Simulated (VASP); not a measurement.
Wanted: the native input for a VASP 6.6.1 run.

```yaml
Task: single point
Functional: PBE
Potentials_or_basis: VASP PAW PBE potentials, release 64 (La)
Cutoff: 520 eV
k_mesh: 12 × 12 × 12
Occupations: fermi-dirac, width 0.05 eV
Spin: no spin polarisation
Dipole_correction: no
Further_INCAR_settings: ALGO = Normal; EDIFF = 1e-07; NBANDS = 18
```

The structure of La lies in POSCAR:

```
La
1.0
    0.0000000000      2.8749032306      2.8749032306
    2.8749032306      0.0000000000      2.8749032306
    2.8749032306      2.8749032306      0.0000000000
La
2
Direct
   -0.1250000000     -0.1250000000     -0.1250000000
    0.1250000000      0.1250000000      0.1250000000
```

These files were run (other wordings do the same):

INCAR

```
SYSTEM = La
PREC = Accurate
ENCUT = 520
EDIFF = 1E-7
ISMEAR = -1
SIGMA = 0.05
LREAL = .False.
LASPH = .True.
NELM = 60
ALGO = Normal
ISIF = 2
LWAVE = .False.
LCHARG = .False.
GGA = PE
NBANDS = 18
```

KPOINTS

```
Automatic mesh
0
Gamma
  12 12 12
  0 0 0
```

Potentials or basis: VASP PAW PBE potentials, release 64 (La).

Command:

```sh
$ cat potpaw_PBE.64/La/POTCAR > POTCAR
$ mpirun -np 1 vasp_std > vasp.out
```

It gave:

- Pressure: 64.5 GPa
- Band gap on the k mesh: zero (band 11 reaches 12.19 eV, above the bottom of band 12 at 11.93 eV)

Caveat: spin-orbit coupling is left out, which moves the levels of the heavy elements.

It took 40 s on 1 thread of Intel(R) Xeon(R) 6975P-C (Granite Rapids), with other jobs on the host, peak memory 0.21 GiB.
